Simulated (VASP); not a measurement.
# PtSe (P-6m2) in VASP: settings compared

The runs below take PtSe through single point, with HF, r2SCAN50, PBEsol-based screened hybrid with 25 % exact exchange.

Everything below comes from runs of VASP 6.6.1. Logs are shortened: lines on timing, memory, paths and dates and some standing lists are left out, and cuts for length are marked.

### Step 1. The cell of the first run

Symmetry: P-6m2, No. 187, hexagonal system. Conventional cell: a = 3.655 Å, b = 3.655 Å, c = 3.387 Å, α = 90.00°, β = 90.00°, γ = 120.00°. Within 3.7 Å of Pt (site symmetry -6m2) lie 6 Se at 2.71 Å and 8 Pt at 3.39 to 3.65 Å. Within 3.7 Å of Se (site symmetry -6m2) lie 6 Pt at 2.71 Å and 8 Se at 3.39 to 3.65 Å.

### Step 2. Single point, HF

POSCAR reads:

```
PtSe
1.0
    3.6547293971     -0.0000000028      0.0000000000
   -1.8273646961      3.1650885033      0.0000000000
    0.0000000000      0.0000000000      3.3868031564
Pt Se
1 1
Direct
    0.0000000000      0.0000000000      0.0000000000
    0.6666666667      0.3333333333      0.5000000000
```

INCAR.step1 reads:

```
PREC = Accurate ; ENCUT = 520
EDIFF = 1E-5 ; ISMEAR = -1
SIGMA = 0.05 ; LREAL = False
LASPH = True ; NELM = 60
ALGO = Normal ; ISIF = 2
LWAVE = True ; LCHARG = False
GGA = PE ; NBANDS = 15
```

INCAR.step2 reads:

```
PREC = Accurate ; ENCUT = 520
EDIFF = 1E-6 ; ISMEAR = -1
SIGMA = 0.05 ; LREAL = False
LASPH = True ; NELM = 60
ALGO = Normal ; ISIF = 2
LWAVE = False ; LCHARG = False
GGA = PE ; LHFCALC = True
AEXX = 1.0 ; ALDAC = 0.0
AGGAC = 0.0 ; PRECFOCK = Normal
ISTART = 1 ; NBANDS = 15
```

KPOINTS reads:

```
regular mesh
0
Gamma
  4 4 4
```

Potentials or basis: VASP PAW PBE potentials, release 64 (Pt, Se).

Started as:

```console
$ cat potpaw_PBE.64/Pt/POTCAR potpaw_PBE.64/Se/POTCAR > POTCAR
$ cp INCAR.step1 INCAR
$ mpirun -np 1 vasp_std > vasp.out
$ cp INCAR.step2 INCAR
$ mpirun -np 1 vasp_std > vasp.out
```

OUTCAR:

```text
PREC = Accurate
   ENCUT = 520
   EDIFF = 1E-6
   ISMEAR = -1
   LREAL = False
   LASPH = True
   NELM = 60
   ISIF = 2
   GGA = PE
   LHFCALC = True
   AEXX = 1.0
   PRECFOCK = Normal
   ISTART = 1

 ion  position               nearest neighbor table
   1  0.000  0.000  0.000-   2 2.71   2 2.71   2 2.71   2 2.71   2 2.71   2 2.71
   2  0.667  0.333  0.500-   1 2.71   1 2.71   1 2.71   1 2.71   1 2.71   1 2.71

  LATTYP: Found a hexagonal cell.
 ALAT       =     3.6547293971
 C/A-ratio  =     0.9266905394

  Lattice vectors:

 A1 = (   3.6547293971,  -0.0000000028,   0.0000000000)
 A2 = (  -1.8273646961,   3.1650885033,   0.0000000000)
 A3 = (   0.0000000000,   0.0000000000,   3.3868031564)

Analysis of symmetry for initial positions (statically):
=====================================================================
 Subroutine PRICEL returns:
 Original cell was already a primitive cell.

 Routine SETGRP: Setting up the symmetry group for a
 hexagonal supercell.

 Subroutine GETGRP returns: Found 12 space group operations
 (whereof 12 operations were pure point group operations)
 out of a pool of 24 trial point group operations.

The static configuration has the point symmetry D_3h.

Analysis of symmetry for dynamics (positions and initial velocities):
=====================================================================
 Subroutine PRICEL returns:
 Original cell was already a primitive cell.

 Routine SETGRP: Setting up the symmetry group for a
 hexagonal supercell.

 Subroutine GETGRP returns: Found 12 space group operations
 (whereof 12 operations were pure point group operations)
 out of a pool of 24 trial point group operations.

The dynamic configuration has the point symmetry D_3h.

 Subroutine INISYM returns: Found 12 space group operations
 (whereof 12 operations are pure point group operations),
 and found     1 'primitive' translations

----------------------------------------------------------------------------------------

                                     Primitive cell

  volume of cell :      39.1770

  direct lattice vectors                    reciprocal lattice vectors
     3.654729397 -0.000000003  0.000000000     0.273618069  0.157973466  0.000000000
    -1.827364696  3.165088503  0.000000000     0.000000000  0.315946931  0.000000000
     0.000000000  0.000000000  3.386803156     0.000000000  0.000000000  0.295263691

  length of vectors
     3.654729397  3.654729397  3.386803156     0.315946931  0.315946931  0.295263691

  position of ions in fractional coordinates (direct lattice)
     0.000000000  0.000000000  0.000000000
     0.666666667  0.333333333  0.500000000

  ion indices of the primitive-cell ions
   primitive index   ion index
                 1           1
                 2           2

----------------------------------------------------------------------------------------

 KPOINTS: regular mesh

Automatic generation of k-mesh.
 Grid dimensions read from file:
 generate k-points for:    4    4    4

 Generating k-lattice:

  Cartesian coordinates                     Fractional coordinates (reciprocal lattice)
     0.068404517  0.039493366  0.000000000     0.250000000  0.000000000  0.000000000
     0.000000000  0.078986733  0.000000000    -0.000000000  0.250000000  0.000000000
     0.000000000  0.000000000  0.073815923     0.000000000  0.000000000  0.250000000

  Length of vectors
     0.078986733  0.078986733  0.073815923

  Shift w.r.t. Gamma in fractional coordinates (k-lattice)
     0.000000000  0.000000000  0.000000000

 Subroutine IBZKPT returns following result:
 ===========================================

 Found     12 irreducible k-points:

 Following reciprocal coordinates:
            Coordinates               Weight
  0.000000  0.000000  0.000000      1.000000
  0.250000  0.000000  0.000000      6.000000
  0.500000  0.000000  0.000000      3.000000
  0.250000  0.250000  0.000000      6.000000
  0.000000  0.000000  0.250000      2.000000
  0.250000  0.000000  0.250000     12.000000
  0.500000  0.000000  0.250000      6.000000
  0.250000  0.250000  0.250000     12.000000
  0.000000  0.000000  0.500000      1.000000
  0.250000  0.000000  0.500000      6.000000
  0.500000  0.000000  0.500000      3.000000
  0.250000  0.250000  0.500000      6.000000
   k-points           NKPTS =     12   k-points in BZ     NKDIM =     64   number of bands    NBANDS=     15
   number of dos      NEDOS =    301   number of ions     NIONS =      2
   total plane-waves  NPLWV =  21952
   dimension x,y,z NGX =    28 NGY =   28 NGZ =   28
   dimension x,y,z NGXF=    56 NGYF=   56 NGZF=   56
   ions per type =               1   1
   NGX,Y,Z   is equivalent  to a cutoff of  12.74, 12.74, 13.74 a.u.
   NGXF,Y,Z  is equivalent  to a cutoff of  25.47, 25.47, 27.49 a.u.
 SYSTEM =  unknown system
   PREC   = accura    normal or accurate (medium, high low for compatibility)
   ISTART =      1    job   : 0-new  1-cont  2-samecut
   ICHARG =      0    charge: 1-file 2-atom 10-const
   ISPIN  =      1    spin polarized calculation?
   LNONCOLLINEAR =      F non collinear calculations
   LSORBIT =      F    spin-orbit coupling
   LASPH  =      T    aspherical Exc in radial PAW
   ENCUT  =  520.0 eV  38.22 Ry    6.18 a.u.   6.80  6.80  6.30*2*pi/ulx,y,z
   NELM   =     60;   NELMIN=  2; NELMDL=  0     # of ELM steps
   EDIFF  = 0.1E-05   stopping-criterion for ELM
   LREAL  =      F    real-space projection
   EDIFFG = 0.1E-04   stopping-criterion for IOM
   NSW    =      0    number of steps for IOM
   IBRION =     -1    ionic relax: 0-MD 1-quasi-New 2-CG
   NFREE  =      0    steps in history (QN), initial steepest desc. (CG)
   ISIF   =      2    stress and relaxation
   ISYM   =      3    0-nonsym 1-usesym 2-fastsym
   POTIM  = 0.5000    time-step for ionic-motion
   TEBEG  =    0.0;   TEEND  =   0.0 temperature during run
   PSTRESS=    0.0 pullay stress
   NELECT =      16.0000    total number of electrons
   NUPDOWN=      -1.0000    fix difference up-down
   EMIN   =  10.00;   EMAX   =-10.00  energy-range for DOS
   EFERMI =   0.00;   METHOD = LEGACY
   ISMEAR =    -1;   SIGMA  =   0.05  broadening in eV -4-tet -1-fermi 0-gaus
   EFERMI_NEDOS =   21; number of points for ismear=-14 and -15
   IALGO  =     38    algorithm
   IMIX   =      1    mixing-type and parameters
     AMIX     =   0.40;   BMIX     =  1.00
     AMIX_MAG =   1.60;   BMIX_MAG =  1.00
  volume/ion in A,a.u.               =      19.59       132.19
  Fermi-wavevector in a.u.,A,eV,Ry     =   1.214613  2.295285 20.072457  1.475284
  Thomas-Fermi vector in A             =   2.350027
   LORBIT       =      0    0 simple, 1 ext, 2 COOP (PROOUT), +10 PAW based schemes
   GGA     = PE    functional components
   LHFCALC =     T    Hartree Fock is set to
   PRECFOCK=normal    Normal, Fast or Accurate (Low or Medium for compatibility)
   ENCUT4O =  -1.0   cutoff for four orbital integrals eV
   NKREDX  =     1    reduce k-point grid by
   NKREDY  =     1    reduce k-point grid by
   NKREDZ  =     1    reduce k-point grid by
   AEXX    =    1.0000 exact exchange contribution
   HFSCREEN=    0.0000 screening length (either q_TF or 0.3 A-1)
   HFSCREENC=   0.0000 screening length for correlation (either q_TF or 0.3 A-1)
   ENCUTFOCK=  -1.0 apply spherical cutoff to Coloumb kernel
   IVDW    =     0    specifies the selected vdW correction
   LEPSILON=     F    determine dielectric tensor
   LRPA    =     F    only Hartree local field effects (RPA)
 non-spin polarized calculation
  energy-cutoff  :      520.00
  volume of cell :       39.18
 maximum number of plane-waves:      1060
 NGX is ok and might be reduce to    28
  NGX = 24; NGY = 24; NGZ = 20

 number of electron      16.0000003 magnetization

 Free energy of the ion-electron system (eV)
  ---------------------------------------------------
  ext. energy  EPLUGINS =         0.00000000
  ---------------------------------------------------
  free energy    TOTEN  =       -17.71319193 eV

  energy without entropy =      -17.70722461  energy(sigma->0) =      -17.71020827

 E-fermi :   7.1662     XC(G=0):   0.0000

 val. band max:        7.1314996648   @ k =   0.5000   0.0000   0.2500
 cond. band min:       8.9842472423   @ k =   0.2500   0.2500   0.2500
 fundamental gap:      1.8527475775
 Fermi energy:         7.1661570238

 k-point     1 :       0.0000    0.0000    0.0000
  band No.  band energies     occupation
      1     -15.9879      2.00000
      2      -2.1395      2.00000
      3      -1.9712      2.00000
      4      -1.9712      2.00000
      5       1.9122      2.00000
      6       1.9122      2.00000
      7       3.5331      2.00000
      8       9.1084      0.00000
      9       9.1084      0.00000
     10      11.8867      0.00000
     11      19.2387      0.00000
     12      19.5635      0.00000
     13      19.5635      0.00000
     14      25.9294      0.00000
     15      28.2068      0.00000

 k-point     2 :       0.2500    0.0000    0.0000
  band No.  band energies     occupation
      1     -15.2619      2.00000
      2      -3.3755      2.00000
      3      -1.5894      2.00000
      4      -1.2494      2.00000
      5      -0.2871      2.00000
      6       1.7534      2.00000
      7       2.7177      2.00000
      8       4.6346      2.00000
      9       9.3879      0.00000
     10      14.4421      0.00000
     11      18.8962      0.00000
     12      20.6051      0.00000
     13      22.4959      0.00000
     14      23.6617      0.00000
     15      28.7487      0.00000

 k-point     3 :       0.5000    0.0000    0.0000
  band No.  band energies     occupation
      1     -14.3637      2.00000
      2      -4.8130      2.00000
      3      -1.5446      2.00000
      4      -1.1853      2.00000
      5      -0.0312      2.00000
      6       1.2352      2.00000
      7       1.5469      2.00000
      8       2.4924      2.00000
      9      11.5617      0.00000
     10      14.5512      0.00000
     11      18.9167      0.00000
     12      22.1783      0.00000
     13      22.3730      0.00000
     14      26.3813      0.00000
     15      27.9310      0.00000

 k-point     4 :       0.2500    0.2500    0.0000
  band No.  band energies     occupation
      1     -14.3883      2.00000
      2      -4.2953      2.00000
      3      -1.5399      2.00000
      4      -1.0567      2.00000
      5      -0.3305      2.00000
      6       1.0147      2.00000
      7       1.3245      2.00000
      8       1.7810      2.00000
      9      11.8032      0.00000
     10      17.2453      0.00000
     11      19.3038      0.00000
     12      21.0743      0.00000
     13      22.4196      0.00000
     14      23.7332      0.00000
     15      27.0192      0.00000
[... 91 lines left out ...]
 k-point    10 :       0.2500    0.0000    0.5000
  band No.  band energies     occupation
      1     -13.8858      2.00000
      2      -4.5334      2.00000
      3      -1.7134      2.00000
      4      -1.5545      2.00000
      5      -0.5025      2.00000
      6       0.1612      2.00000
      7       1.4786      2.00000
      8       4.9637      2.00000
      9      11.1386      0.00000
     10      15.7923      0.00000
     11      18.7356      0.00000
     12      20.7818      0.00000
     13      21.9420      0.00000
     14      22.5302      0.00000
     15      26.2038      0.00000

 k-point    11 :       0.5000    0.0000    0.5000
  band No.  band energies     occupation
      1     -13.5361      2.00000
      2      -3.9229      2.00000
      3      -2.6228      2.00000
      4      -2.3727      2.00000
      5       0.6781      2.00000
      6       0.8911      2.00000
      7       1.8826      2.00000
      8       4.3255      2.00000
      9      11.4374      0.00000
     10      12.0107      0.00000
     11      17.2210      0.00000
     12      18.5100      0.00000
     13      22.1329      0.00000
     14      26.9291      0.00000
     15      29.1628      0.00000

 k-point    12 :       0.2500    0.2500    0.5000
  band No.  band energies     occupation
      1     -13.5271      2.00000
      2      -3.7823      2.00000
      3      -3.5443      2.00000
      4      -0.8942      2.00000
      5      -0.2113      2.00000
      6       0.7835      2.00000
      7       2.8681      2.00000
      8       3.5008      2.00000
      9      11.7012      0.00000
     10      12.8055      0.00000
     11      15.1828      0.00000
     12      19.8153      0.00000
     13      22.7959      0.00000
     14      26.5636      0.00000
     15      29.3249      0.00000

------------------------ aborting loop because EDIFF is reached ----------------------------------------

  FORCE on cell =-STRESS in cart. coord.  units (eV):
  Direction    XX          YY          ZZ          XY          YZ          ZX
  --------------------------------------------------------------------------------------
  -------------------------------------------------------------------------------------
  Total       -0.2448217     -0.2448217     -1.2311305     -0.0000000      0.0000000      0.0000000
  in kB      -10.0122004    -10.0122004    -50.3481652     -0.0000000      0.0000000      0.0000000
  external PRESSURE =     -23.4575220 kB  Pullay stress =       0.0000000 kB

 VOLUME and BASIS-vectors are now :
 -----------------------------------------------------------------------------
  energy-cutoff  :      520.00
  volume of cell :       39.18
      direct lattice vectors                 reciprocal lattice vectors
     3.654729397 -0.000000003  0.000000000     0.273618069  0.157973466  0.000000000
    -1.827364696  3.165088503  0.000000000     0.000000000  0.315946931  0.000000000
     0.000000000  0.000000000  3.386803156     0.000000000  0.000000000  0.295263691

 POSITION                                       TOTAL-FORCE (eV/Angst)
 -----------------------------------------------------------------------------------
      0.00000      0.00000      0.00000         0.000000     -0.000000      0.000000
      1.82736      1.05503      1.69340        -0.000000      0.000000      0.000000
 -----------------------------------------------------------------------------------
    total drift:                               -0.000002      0.000001      0.000000

  FREE ENERGIE OF THE ION-ELECTRON SYSTEM (eV)
  ---------------------------------------------------
  free  energy   TOTEN  =       -17.7131919323 eV

  energy  without entropy=      -17.7072246120  energy(sigma->0) =      -17.71020827
```

It took 12 min on 1 thread of Intel Xeon Platinum 8488C (Sapphire Rapids), shared host; peak memory 0.19 GiB.

What came out:

```yaml
Free_energy: -17.7132 eV
Pressure: -2.3 GPa
Band_gap_on_the_k_mesh: zero (bands 8 and 9 overlap by 2.92 eV)
```

Stress tensor (GPa, compression positive):
```
-1.00  0.00  0.00
 0.00 -1.00  0.00
 0.00  0.00 -5.03
```

Caveat: the k points lie up to 0.50 Å⁻¹ apart, too coarse for converged energies and pressures of a metal; the PAW data sets were made with another functional, which shifts forces and pressure a little; spin-orbit coupling is left out, which moves the levels of the heavy elements.

[end of part 1 of 2]

The gap in the log of VASP goes by the Fermi energy; the results here count the filled bands.